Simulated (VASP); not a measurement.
Set up this calculation in VASP 6.6.1, as the native input.

```yaml
Task: single point
Functional: RPBE
Dispersion: D3(BJ)
Potentials_or_basis: VASP PAW PBE potentials, release 64 (Ti_sv, C)
Cutoff: 520 eV
k_mesh: 11 × 11 × 11
Occupations: fermi-dirac, width 0.05 eV
Spin: no spin polarisation
Dipole_correction: no
Further_INCAR_settings: ALGO = Normal; EDIFF = 1e-06; NBANDS = 15
```

The structure of TiC lies in POSCAR:

```
TiC
1.0
    0.0000000000      2.0707012605      2.0707012605
    2.0707012605      0.0000000000      2.0707012605
    2.0707012605      2.0707012605      0.0000000000
Ti C
1 1
Direct
    0.0000000000      0.0000000000      0.0000000000
    0.5000000000      0.5000000000      0.5000000000
```

One way to write it, as run:

INCAR

```
SYSTEM = TiC
PREC = Accurate
ENCUT = 520
EDIFF = 1E-6
ISMEAR = -1
SIGMA = 0.05
LREAL = .False.
LASPH = .True.
NELM = 60
ALGO = Normal
ISIF = 2
LWAVE = .False.
LCHARG = .True.
GGA = RP
IVDW = 12
LELF = .True.
LVHAR = .True.
NBANDS = 15
```

KPOINTS

```
regular mesh
0
Gamma
  11 11 11
  0 0 0
```

Potentials or basis: VASP PAW PBE potentials, release 64 (Ti_sv, C).

The run is started by

```bash
$ cat potpaw_PBE.64/Ti_sv/POTCAR potpaw_PBE.64/C/POTCAR > POTCAR
$ mpirun -np 1 vasp_std > vasp.out
```

Results of the run:

- Pressure: -0.2 GPa
- Band gap on the k mesh: zero (band 8 reaches 11.93 eV, above the bottom of band 9 at 10.77 eV)
- Dispersion energy per atom: -2.633 eV

Caveat: the PAW data sets were made with another functional, which shifts forces and pressure a little; pairwise dispersion overbinds metals, which lowers pressure and volume.

Run time: 18 s on 1 thread of AMD EPYC 7R43 64-Core Processor (Zen 3), on a shared host, peak memory 0.12 GiB.
